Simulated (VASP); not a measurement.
Crystal: Ca2O.

```xyz
6
Lattice="5.3446 0.0000 0.0000 0.0000 5.3446 0.0000 0.0000 0.0000 5.4212" Properties=species:S:1:pos:R:3 pbc="T T T"
Ca    1.7815    1.7815    0.0000
Ca    3.5631    3.5631    0.0000
Ca    3.5631    1.7815    2.7106
Ca    1.7815    3.5631    2.7106
O     0.0000    0.0000    4.0659
O     0.0000    0.0000    1.3553
```

The cell was generated, and may not be a known phase.

* Program: VASP 6.6.1
* Task: relaxation of cell and atoms
* Functional: PBE
* Potentials or basis: VASP PAW PBE potentials, release 64 (Ca_sv, O)
* Cutoff: 600 eV
* k mesh: 4 × 4 × 4
* Occupations: gaussian, width 0.1 eV
* Spin: no spin polarisation

At the start: pressure 3.6 GPa; volume 25.81 Å³/atom.

Problem. Where does the relaxation end?

Solution. Over 10 steps the energy falls by 2135.5 meV/atom and the volume is 31.27 Å³/atom (+21.2 %); space group P4_2/mcm (No. 132, to 0.1 Å) before and after.

The path:
| step | energy change (eV) | largest force (eV/Å) | pressure (GPa) | volume (Å³) |
| --- | --- | --- | --- | --- |
| 1 | 0.0000 | 5.9450 | 3.63 | 154.85 |
| 2 | -6.6704 | 4.1846 | -3.45 | 167.43 |
| 3 | -10.7923 | 1.9005 | -5.72 | 183.65 |
| 4 | -10.9120 | 1.5707 | -5.54 | 185.49 |
| 5 | -11.7643 | 2.0986 | 8.58 | 154.87 |
| 6 | -12.2185 | 0.3010 | 1.55 | 164.74 |
| 7 | -12.6465 | 0.0464 | 0.94 | 170.46 |
| 8 | -12.7382 | 0.3478 | 0.53 | 174.21 |
| 9 | -12.7761 | 0.2482 | 0.31 | 178.30 |
| 10 | -12.8128 | 0.0222 | -0.02 | 187.62 |

Final structure:
```xyz
6
Lattice="5.5941 0.0000 0.0000 0.0000 5.5941 0.0000 0.0000 0.0000 5.9952" Properties=species:S:1:pos:R:3 pbc="T T T"
Ca    1.1494    1.1494    0.0000
Ca    4.4447    4.4447    0.0000
Ca    4.4447    1.1494    2.9976
Ca    1.1494    4.4447    2.9976
O     0.0000    0.0000    4.4964
O     5.5941    0.0000    1.4988
```

Caveat: the volume moved by over 15 % at a fixed basis, so the end points are rough.
